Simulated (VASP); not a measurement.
Set up this calculation in VASP 6.6.1, as the native input.

| Item | Value |
| --- | --- |
| Task | single point |
| Functional | LDA |
| Potentials or basis | VASP PAW LDA potentials, release 64 (Mg, O) |
| Cutoff | 520 eV |
| k mesh | 4 × 4 × 4 |
| Occupations | gaussian, width 0.05 eV |
| Spin | no spin polarisation |
| Dipole correction | no |
| Further INCAR settings | ALGO = Normal; EDIFF = 1e-06; NBANDS = 36 |

The structure of MgO lies in POSCAR:

```
MgO
1.0
    5.5230736673      0.0000000000      0.0000000000
    0.0000000000      5.5230736673      0.0000000000
    0.0000000000      0.0000000000      5.5230736673
Mg O
6 6
Direct
    0.2500000000     -0.0130362194      0.5000000000
    0.0000000000      0.5130362194      0.2500000000
    0.5000000000      0.7500000000      0.0000000000
    0.7500000000     -0.0130362194      0.5000000000
    0.0000000000      0.5130362194      0.7500000000
    0.5000000000      0.2500000000      0.0000000000
    0.2500000000      0.5101427425      0.0000000000
    0.5000000000     -0.0101427425      0.2500000000
    0.0000000000      0.7500000000      0.5000000000
    0.7500000000      0.5101427425      0.0000000000
    0.5000000000     -0.0101427425      0.7500000000
    0.0000000000      0.2500000000      0.5000000000
```

This cell differs from its parent crystal: atoms displaced along a vibrational mode.

These files were run (other wordings do the same):

INCAR

```
ALGO = Normal ; EDIFF = 1E-6
ENCUT = 520 ; ISIF = 2
ISMEAR = 0 ; LASPH = T
LCHARG = F ; LREAL = F
LWAVE = F ; NBANDS = 36
NELM = 100 ; PREC = Accurate
SIGMA = 0.05
```

KPOINTS

```
k-points
0
Gamma
  4 4 4
```

Potentials or basis: VASP PAW LDA potentials, release 64 (Mg, O).

Command:

```console
$ cat potpaw_LDA.64/Mg/POTCAR potpaw_LDA.64/O/POTCAR > POTCAR
$ mpirun -np 1 vasp_std > vasp.out
```

Results of the run:

```
Pressure               : -0.4 GPa
Largest force          : 0.922 eV/Å
Band gap on the k mesh : 2.82 eV (least direct gap 2.82 eV)
```

Caveat: the cell differs from its parent crystal (atoms displaced along a vibrational mode).

It took 47 s on 1 thread of Intel(R) Xeon(R) 6975P-C (Granite Rapids) (shared host), peak memory 0.25 GiB.
